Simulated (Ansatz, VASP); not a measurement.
## Cd4SbO: VASP beside Ansatz

```xyz
6
Lattice="0.0000 4.0329 4.0329 4.0329 0.0000 4.0329 4.0329 4.0329 0.0000" Properties=species:S:1:pos:R:3 pbc="T T T"
Cd    5.0470    7.0518    5.0470
Cd    7.0518    7.0518    7.0518
Cd    7.0518    5.0470    5.0470
Cd    5.0470    5.0470    7.0518
Sb    2.0165    2.0165    2.0165
O     4.0329    4.0329    4.0329
```

Alike in both runs: functional PBE; k mesh 8 × 8 × 8; occupations gaussian, width 0.1 eV; no spin polarisation.

Ansatz relaxed the structure, and its values are those at the end. VASP's run is a single point on that final structure, the one shown.

|  | VASP | Ansatz |
| --- | --- | --- |
| version | VASP 6.6.1 | Ansatz 0.2.0 |
| potentials or method | VASP PAW PBE potentials, release 64 (Cd, Sb, O), cutoff 520 eV | scalar-relativistic, plane waves, PAW |
| valence electrons in the cell | 59 | 101 |

VASP gave:

```
gap on the k mesh at the Fermi level (eV) : none
pressure (GPa)                            : 0.3
rms of the force components (eV/Å)        : 0.003
```

Problem. Which values does Ansatz return?

Solution. gap on the k mesh at the Fermi level (eV): none; pressure (GPa): 0.0; rms of the force components (eV/Å): 0.000.

A gap of «none» marks a metal or a gap that the smearing closes. VASP's potentials hold 59 valence electrons a cell and Ansatz's 101, so a difference there can come from the potentials and not from the codes.

Neither program's run includes spin-orbit coupling.
